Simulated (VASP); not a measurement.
# CdSe4 (I4/m) in VASP: further runs

CdSe4 is run at these levels: PBE; tasks: single point.

Everything below comes from runs of VASP 6.6.1. Logs are shortened: lines on timing, memory, paths and dates and some standing lists are left out, and cuts for length are marked.

**1. The cell of the first run**

It takes space group I4/m (No. 87, tetragonal). Conventional cell: a = 7.419 Å, b = 7.419 Å, c = 4.546 Å, α = 90.00°, β = 90.00°, γ = 90.00°. Within 4.3 Å of Cd (site symmetry 4/m) lie 12 Se at 3.25 to 3.32 Å. Within 4.3 Å of Se (site symmetry m) lie 9 Se at 3.24 to 3.39 Å and 3 Cd at 3.25 to 3.32 Å.

The cell was generated, and may not be a known phase.

**2. Single point, PBE**

Contents of INCAR:

```
ALGO     = Normal         # electronic algorithm
EDIFF    = 1E-6           # SCF threshold, eV
ENCUT    = 520            # plane-wave cutoff, eV
GGA      = PE             # functional
ISIF     = 2              # what is computed and relaxed
ISMEAR   = 0              # smearing method
LASPH    = True           # aspherical terms in the spheres
LCHARG   = False          # write CHGCAR
LREAL    = False          # projectors in reciprocal space
LWAVE    = False          # write WAVECAR
NBANDS   = 26             # bands
NELM     = 80             # most SCF steps
PREC     = Accurate       # precision mode
SIGMA    = 0.1            # smearing width, eV
```

Contents of KPOINTS:

```
k-points
0
Gamma
  4 4 4
```

Contents of POSCAR:

```
CdSe4
1.0
   -3.7093751000      3.7093751000      2.2732152900
    3.7093751000     -3.7093751000      2.2732152900
    3.7093751000      3.7093751000     -2.2732152900
Cd Se
1 4
Direct
    0.0000000000      0.0000000000      0.0000000000
    0.6015449600      0.7953882700      0.3969332300
    0.7953882700      0.3984550400      0.1938433100
    0.2046117300      0.6015449600      0.8061566900
    0.3984550400      0.2046117300      0.6030667700
```

Potentials or basis: VASP PAW PBE potentials, release 64 (Cd, Se).

Started as:

```console
$ cat potpaw_PBE.64/Cd/POTCAR potpaw_PBE.64/Se/POTCAR > POTCAR
$ mpirun -np 1 vasp_std > vasp.out
```

OUTCAR:

```text
EDIFF = 1E-6
   ENCUT = 520
   GGA = PE
   ISIF = 2
   ISMEAR = 0
   LASPH = True
   LREAL = False
   NELM = 80
   PREC = Accurate

 ion  position               nearest neighbor table
   1  0.000  0.000  0.000-   3 3.25   4 3.25   3 3.25   4 3.25   2 3.25   5 3.25   5 3.25   2 3.25

   2  0.602  0.795  0.397-   1 3.25   1 3.25
   3  0.795  0.398  0.194-   1 3.25   1 3.25
   4  0.205  0.602  0.806-   1 3.25   1 3.25
   5  0.398  0.205  0.603-   1 3.25   1 3.25

  LATTYP: Found a body centered tetragonal cell.
 ALAT       =     7.4187502000
 C/A-ratio  =     0.6128297163

  Lattice vectors:

 A1 = (  -3.7093751000,   3.7093751000,   2.2732152900)
 A2 = (   3.7093751000,  -3.7093751000,   2.2732152900)
 A3 = (   3.7093751000,   3.7093751000,  -2.2732152900)

Analysis of symmetry for initial positions (statically):
=====================================================================
 Subroutine PRICEL returns:
 Original cell was already a primitive cell.

 Routine SETGRP: Setting up the symmetry group for a
 body centered tetragonal supercell.

 Subroutine GETGRP returns: Found  8 space group operations
 (whereof  8 operations were pure point group operations)
 out of a pool of 16 trial point group operations.

The static configuration has the point symmetry C_4h.

Analysis of symmetry for dynamics (positions and initial velocities):
=====================================================================
 Subroutine PRICEL returns:
 Original cell was already a primitive cell.

 Routine SETGRP: Setting up the symmetry group for a
 body centered tetragonal supercell.

 Subroutine GETGRP returns: Found  8 space group operations
 (whereof  8 operations were pure point group operations)
 out of a pool of 16 trial point group operations.

The dynamic configuration has the point symmetry C_4h.

 Subroutine INISYM returns: Found  8 space group operations
 (whereof  8 operations are pure point group operations),
 and found     1 'primitive' translations

----------------------------------------------------------------------------------------

                                     Primitive cell

  volume of cell :     125.1129

  direct lattice vectors                    reciprocal lattice vectors
    -3.709375100  3.709375100  2.273215290     0.000000000  0.134793594  0.219952770
     3.709375100 -3.709375100  2.273215290     0.134793594  0.000000000  0.219952770
     3.709375100  3.709375100 -2.273215290     0.134793594  0.134793594  0.000000000

  length of vectors
     5.717205176  5.717205176  5.717205176     0.257970025  0.257970025  0.190626928

  position of ions in fractional coordinates (direct lattice)
     0.000000000  0.000000000  0.000000000
     0.601544960  0.795388270  0.396933230
     0.795388270  0.398455040  0.193843310
     0.204611730  0.601544960  0.806156690
     0.398455040  0.204611730  0.603066770

  ion indices of the primitive-cell ions
   primitive index   ion index
                 1           1
                 2           2
                 3           3
                 4           4
                 5           5

----------------------------------------------------------------------------------------

 KPOINTS: k-points

Automatic generation of k-mesh.
 Grid dimensions read from file:
 generate k-points for:    4    4    4

 Generating k-lattice:

  Cartesian coordinates                     Fractional coordinates (reciprocal lattice)
     0.000000000  0.033698398  0.054988193     0.250000000  0.000000000 -0.000000000
     0.033698398  0.000000000  0.054988193     0.000000000  0.250000000 -0.000000000
     0.033698398  0.033698398  0.000000000     0.000000000  0.000000000  0.250000000

  Length of vectors
     0.064492506  0.064492506  0.047656732

  Shift w.r.t. Gamma in fractional coordinates (k-lattice)
     0.000000000  0.000000000  0.000000000

 Subroutine IBZKPT returns following result:
 ===========================================

 Found     14 irreducible k-points:

 Following reciprocal coordinates:
            Coordinates               Weight
  0.000000  0.000000  0.000000      1.000000
  0.250000  0.000000  0.000000      8.000000
  0.500000  0.000000  0.000000      4.000000
  0.250000  0.250000  0.000000      8.000000
  0.500000  0.250000  0.000000      8.000000
 -0.250000  0.500000  0.000000      8.000000
 -0.250000  0.250000  0.000000      4.000000
  0.500000  0.500000  0.000000      2.000000
  0.250000  0.250000  0.250000      2.000000
 -0.250000  0.250000  0.250000      4.000000
  0.500000  0.500000  0.250000      4.000000
 -0.250000  0.500000  0.250000      8.000000
 -0.250000 -0.250000  0.250000      2.000000
  0.500000  0.500000  0.500000      1.000000
   k-points           NKPTS =     14   k-points in BZ     NKDIM =     14   number of bands    NBANDS=     26
   number of dos      NEDOS =    301   number of ions     NIONS =      5
   total plane-waves  NPLWV = 110592
   dimension x,y,z NGX =    48 NGY =   48 NGZ =   48
   dimension x,y,z NGXF=    96 NGYF=   96 NGZF=   96
   ions per type =               1   4
   NGX,Y,Z   is equivalent  to a cutoff of  13.96, 13.96, 13.96 a.u.
   NGXF,Y,Z  is equivalent  to a cutoff of  27.92, 27.92, 27.92 a.u.
 SYSTEM =  unknown system
   PREC   = accura    normal or accurate (medium, high low for compatibility)
   ISTART =      0    job   : 0-new  1-cont  2-samecut
   ICHARG =      2    charge: 1-file 2-atom 10-const
   ISPIN  =      1    spin polarized calculation?
   LNONCOLLINEAR =      F non collinear calculations
   LSORBIT =      F    spin-orbit coupling
   LASPH  =      T    aspherical Exc in radial PAW
   ENCUT  =  520.0 eV  38.22 Ry    6.18 a.u.  10.63 10.63 10.63*2*pi/ulx,y,z
   NELM   =     80;   NELMIN=  2; NELMDL= -5     # of ELM steps
   EDIFF  = 0.1E-05   stopping-criterion for ELM
   LREAL  =      F    real-space projection
[... 7 lines left out ...]
   TEBEG  =    0.0;   TEEND  =   0.0 temperature during run
   PSTRESS=    0.0 pullay stress
   NELECT =      36.0000    total number of electrons
   NUPDOWN=      -1.0000    fix difference up-down
   EMIN   =  10.00;   EMAX   =-10.00  energy-range for DOS
   EFERMI =   0.00;   METHOD = LEGACY
   ISMEAR =     0;   SIGMA  =   0.10  broadening in eV -4-tet -1-fermi 0-gaus
   EFERMI_NEDOS =   21; number of points for ismear=-14 and -15
   IALGO  =     38    algorithm
   IMIX   =      4    mixing-type and parameters
     AMIX     =   0.40;   BMIX     =  1.00
     AMIX_MAG =   1.60;   BMIX_MAG =  1.00
  volume/ion in A,a.u.               =      25.02       168.86
  Fermi-wavevector in a.u.,A,eV,Ry     =   1.080791  2.042398 15.893085  1.168109
  Thomas-Fermi vector in A             =   2.216791
   LORBIT       =      0    0 simple, 1 ext, 2 COOP (PROOUT), +10 PAW based schemes
   GGA     = PE    functional components
   LHFCALC =     F    Hartree Fock is set to
   AEXX    =    0.0000 exact exchange contribution
   IVDW    =     0    specifies the selected vdW correction
   LEPSILON=     F    determine dielectric tensor
   LRPA    =     F    only Hartree local field effects (RPA)
 non-spin polarized calculation
 Gauss-broadening in eV      SIGMA  =   0.10
  energy-cutoff  :      520.00
  volume of cell :      125.11
 maximum number of plane-waves:      3384
 NGX is ok and might be reduce to    48
   NGX = 21   NGY = 21   NGZ = 21

 number of electron      35.9999998 magnetization

 Free energy of the ion-electron system (eV)
  ---------------------------------------------------
  ext. energy  EPLUGINS =         0.00000000
  ---------------------------------------------------
  free energy    TOTEN  =       -12.01987540 eV

  energy without entropy =      -11.99586298  energy(sigma->0) =      -12.00786919

 E-fermi :   2.8562     XC(G=0):  -9.7551

 val. band max:        2.8377684913   @ k =   0.0000   0.0000   0.0000
 cond. band min:       2.8752967366   @ k =  -0.2500   0.5000   0.2500
 fundamental gap:      0.0375282452
 Fermi energy:         2.8562307378

 k-point     1 :       0.0000    0.0000    0.0000
  band No.  band energies     occupation
      1     -11.2427      2.00000
      2      -8.9656      2.00000
      3      -8.8720      2.00000
      4      -8.8720      2.00000
      5      -5.4431      2.00000
      6      -5.4173      2.00000
[... 18 lines left out ...]
     25       8.5970      0.00000
     26      11.7691      0.00000

 k-point     2 :       0.2500    0.0000    0.0000
  band No.  band energies     occupation
      1     -10.8572      2.00000
      2      -9.2647      2.00000
      3      -9.0718      2.00000
      4      -8.8539      2.00000
      5      -5.4212      2.00000
      6      -5.4024      2.00000
[... 18 lines left out ...]
     25       8.8027      0.00000
     26      10.7022      0.00000

 k-point     3 :       0.5000    0.0000    0.0000
  band No.  band energies     occupation
      1     -10.0358      2.00000
      2      -9.7531      2.00000
      3      -9.3709      2.00000
      4      -9.0225      2.00000
      5      -5.4275      2.00000
      6      -5.3970      2.00000
[... 18 lines left out ...]
     25       9.1602      0.00000
     26      11.6922      0.00000

 k-point     4 :       0.2500    0.2500    0.0000
  band No.  band energies     occupation
      1     -10.0758      2.00000
      2      -9.6119      2.00000
      3      -9.4877      2.00000
      4      -9.0092      2.00000
      5      -5.4115      2.00000
      6      -5.3969      2.00000
[... 18 lines left out ...]
     25       8.9636      0.00000
     26      11.9052      0.00000
[... 206 lines left out ...]
      1     -10.1497      2.00000
      2      -9.6958      2.00000
      3      -9.3684      2.00000
      4      -9.1571      2.00000
      5      -5.4020      2.00000
      6      -5.3880      2.00000
[... 18 lines left out ...]
     25       8.7247      0.00000
     26      10.1197      0.00000

 k-point    13 :      -0.2500   -0.2500    0.2500
  band No.  band energies     occupation
      1     -10.2031      2.00000
      2      -9.3693      2.00000
      3      -9.3693      2.00000
      4      -9.2321      2.00000
      5      -5.4067      2.00000
      6      -5.3596      2.00000
[... 18 lines left out ...]
     25       8.5648      0.00000
     26      11.2448      0.00000

 k-point    14 :       0.5000    0.5000    0.5000
  band No.  band energies     occupation
      1      -9.9241      2.00000
      2      -9.9241      2.00000
      3      -9.7341      2.00000
      4      -8.9704      2.00000
      5      -5.3942      2.00000
      6      -5.3942      2.00000
[... 18 lines left out ...]
     25       8.2141      0.00000
     26       8.9246      0.00000

------------------------ aborting loop because EDIFF is reached ----------------------------------------

  FORCE on cell =-STRESS in cart. coord.  units (eV):
  Direction    XX          YY          ZZ          XY          YZ          ZX
  --------------------------------------------------------------------------------------
  -------------------------------------------------------------------------------------
  Total       -4.4703425     -4.4703425     -6.1459892      0.0000001      0.0000000     -0.0000000
  in kB      -57.2465503    -57.2465503    -78.7046350      0.0000009      0.0000000     -0.0000000
  external PRESSURE =     -64.3992452 kB  Pullay stress =       0.0000000 kB

 VOLUME and BASIS-vectors are now :
 -----------------------------------------------------------------------------
  energy-cutoff  :      520.00
  volume of cell :      125.11
      direct lattice vectors                 reciprocal lattice vectors
    -3.709375100  3.709375100  2.273215290     0.000000000  0.134793594  0.219952770
     3.709375100 -3.709375100  2.273215290     0.134793594  0.000000000  0.219952770
     3.709375100  3.709375100 -2.273215290     0.134793594  0.134793594  0.000000000

 POSITION                                       TOTAL-FORCE (eV/Angst)
 -----------------------------------------------------------------------------------
      0.00000      0.00000      0.00000         0.000000      0.000000     -0.000000
      2.19141      0.75334      2.27322         0.034118      0.295136      0.000000
     -0.75334      2.19141      2.27322        -0.295136      0.034118      0.000000
      4.46271      1.51796      0.00000         0.295136     -0.034118     -0.000000
      1.51796      2.95604      0.00000        -0.034118     -0.295136     -0.000000
 -----------------------------------------------------------------------------------
    total drift:                               -0.000000     -0.000000      0.000000

  FREE ENERGIE OF THE ION-ELECTRON SYSTEM (eV)
  ---------------------------------------------------
  free  energy   TOTEN  =       -12.0198754012 eV

  energy  without entropy=      -11.9958629800  energy(sigma->0) =      -12.00786919
```

It took 2 min on 1 thread of Intel Xeon 8259CL, shared host; peak memory 0.29 GiB.

What came out:

```
Free energy            : -12.0199 eV
Pressure               : -6.4 GPa
Largest force          : 0.297 eV/Å
Band gap on the k mesh : zero (bands 18 and 19 overlap by 0.62 eV)
```

Forces in eV/Å, atoms in the order of the input:
```
Cd   0.000  0.000  0.000
Se   0.034  0.295  0.000
Se  -0.295  0.034  0.000
Se   0.295 -0.034  0.000
Se  -0.034 -0.295  0.000
```

Caveat: the k points lie up to 0.41 Å⁻¹ apart, too coarse for converged energies and pressures of a metal; semilocal functionals underestimate gaps, and a narrow one can read as zero.

**3. Single point, PBE**

This run uses another cell than the first one, of 24.90 Å³/atom.

Contents of INCAR:

```
PREC = Accurate ; ENCUT = 520
EDIFF = 1E-6 ; ISMEAR = 0
SIGMA = 0.1 ; LREAL = False
LASPH = True ; NELM = 80
ALGO = Normal ; ISIF = 2
LWAVE = False ; LCHARG = False
GGA = PE ; NBANDS = 26
```

Contents of KPOINTS:

```
Automatic mesh
0
Gamma
  4 4 4
```

Contents of POSCAR:

```
CdSe4
1.0
   -3.8530729261      3.8530729261      2.0966129937
    3.8530729261     -3.8530729261      2.0966129937
    3.8530729261      3.8530729261     -2.0966129937
Cd Se
1 4
Direct
    0.0000000000      0.0000000000      0.0000000000
    0.6844867191      0.8364060785      0.5208927976
    0.8364060785      0.3155132809      0.1519193594
    0.1635939215      0.6844867191      0.8480806406
    0.3155132809      0.1635939215      0.4791072024
```

Potentials or basis: VASP PAW PBE potentials, release 64 (Cd, Se).

Started as:

```console
$ cat potpaw_PBE.64/Cd/POTCAR potpaw_PBE.64/Se/POTCAR > POTCAR
$ mpirun -np 1 vasp_std > vasp.out
```

Wall time 1.8 min (1 thread of Intel Xeon 8259CL, shared host); peak memory 0.29 GiB.

It converged, with:

* Free energy: -13.9924 eV
* Pressure: 0.2 GPa
* Largest force: 0.024 eV/Å
* Band gap on the k mesh: zero (bands 18 and 19 overlap by 1.19 eV)

Forces on the atoms (eV/Å):
```
Cd   0.000  0.000  0.000
Se  -0.024 -0.001  0.000
Se   0.001 -0.024  0.000
Se  -0.001  0.024  0.000
Se   0.024  0.001  0.000
```

Stress tensor (GPa, compression positive):
```
0.26 0.00 0.00
0.00 0.26 0.00
0.00 0.00 0.09
```

Levels at points of the mesh, in eV from the Fermi level:
| k point | band 14 | band 15 | band 16 | band 17 | band 18 | band 19 | band 20 | band 21 | band 22 | band 23 |
| --- | --- | --- | --- | --- | --- | --- | --- | --- | --- | --- |
| (0.00, 0.00, 0.00) | -3.94 | -2.42 | -2.41 | -1.27 | -0.91 | -0.46 | -0.46 | 0.91 | 1.94 | 4.05 |
| (0.50, 0.00, 0.00) | -3.40 | -3.26 | -2.10 | -1.51 | 0.38 | 0.52 | 1.79 | 1.81 | 2.31 | 2.79 |
| (0.50, 0.50, 0.00) | -3.52 | -2.26 | -1.98 | -0.75 | -0.59 | 0.53 | 0.60 | 0.62 | 1.91 | 4.26 |
| (0.50, 0.50, 0.50) | -2.36 | -2.36 | -1.41 | -1.41 | -1.12 | 0.25 | 0.61 | 0.61 | 2.70 | 5.06 |

Caveat: the k points lie up to 0.43 Å⁻¹ apart, too coarse for converged energies and pressures of a metal.

**4. Single point, PBE**

This run uses another cell than the first one, of 30.09 Å³/atom.

Contents of INCAR:

```
SYSTEM = CdSe4
ALGO = Normal ; EDIFF = 1E-6
ENCUT = 520 ; GGA = PE
ISIF = 2 ; ISMEAR = 0
LASPH = .TRUE. ; LCHARG = .TRUE.
LELF = .TRUE. ; LREAL = .FALSE.
LVHAR = .TRUE. ; LWAVE = .FALSE.
NBANDS = 26 ; NELM = 100
PREC = Accurate ; SIGMA = 0.1
```

Contents of KPOINTS:

```
k-points
0
G
  6 6 6
  0 0 0
```

Contents of POSCAR:

```
CdSe4
1.0
   -4.1550347883      4.1550347883      2.1786463073
    4.1550347883     -4.1550347883      2.1786463073
    4.1550347883      4.1550347883     -2.1786463073
Cd Se
1 4
Direct
    0.0000000000      0.0000000000      0.0000000000
    0.2812159045      0.8183352834      0.0995511879
    0.1816647166      0.2812159045      0.4628806212
    0.8183352834      0.7187840955      0.5371193788
    0.7187840955      0.1816647166      0.9004488121
```

Started as:

```console
$ cat potpaw_PBE.64/Cd/POTCAR potpaw_PBE.64/Se/POTCAR > POTCAR
$ mpirun -np 1 vasp_std > vasp.out
```

It took 4.3 min on 1 thread of Intel Xeon 8259CL, shared host; peak memory 0.36 GiB.

It converged, with:

- Free energy: -14.8461 eV
- Pressure: 0.1 GPa
- Largest force: 0.039 eV/Å
- Band gap on the k mesh: zero (bands 18 and 19 overlap by 2.57 eV)

Forces on the atoms (eV/Å):
```
Cd   0.000  0.000  0.000
Se  -0.039 -0.005  0.000
Se  -0.005  0.039  0.000
Se   0.005 -0.039  0.000
Se   0.039  0.005  0.000
```

Stress tensor (GPa, compression positive):
```
 0.18  0.00  0.00
 0.00  0.18  0.00
 0.00  0.00 -0.13
```

Levels at points of the mesh, in eV from the Fermi level:
```csv
k point,band 16,band 17,band 18,band 19,band 20,band 21,band 22,band 23
"(0.00, 0.00, 0.00)",-1.81,-1.64,-1.64,-0.03,1.14,1.27,1.95,4.58
"(0.50, 0.00, 0.00)",-2.39,-1.53,1.43,1.69,1.80,2.13,2.26,2.41
"(0.50, 0.50, 0.00)",-1.36,-1.26,-0.89,-0.69,1.71,1.79,1.86,4.54
"(0.50, 0.50, 0.50)",-1.95,-1.11,-0.82,-0.82,1.90,1.90,1.98,4.34
```

**5. The runs side by side**

```csv
cell,k mesh,gap on the mesh (eV),pressure (GPa),largest force (eV/Å)
"a = 5.717 Å, angles 99.1, 99.1, 133.1°, 5 atoms, atomic positions A",4 × 4 × 4,none,-6.4,0.30
"a = 5.839 Å, angles 97.4, 97.4, 137.9°, 5 atoms, atomic positions B",4 × 4 × 4,none,0.2,0.02
"a = 6.267 Å, angles 96.9, 96.9, 139.3°, 5 atoms, atomic positions C",6 × 6 × 6,none,0.1,0.04
```

Alike in all rows: task single point; level PBE; potentials or basis VASP PAW PBE potentials, release 64 (Cd, Se); no spin polarisation; cutoff (eV) 520; smearing gaussian 0.1 eV.

Caveats: some runs use coarse meshes; semilocal functionals underestimate gaps, and a narrow one can read as zero (at least some runs).

Absolute energies hang on the potentials; compare differences alone.

The gap in the log of VASP goes by the Fermi energy; the results here count the filled bands.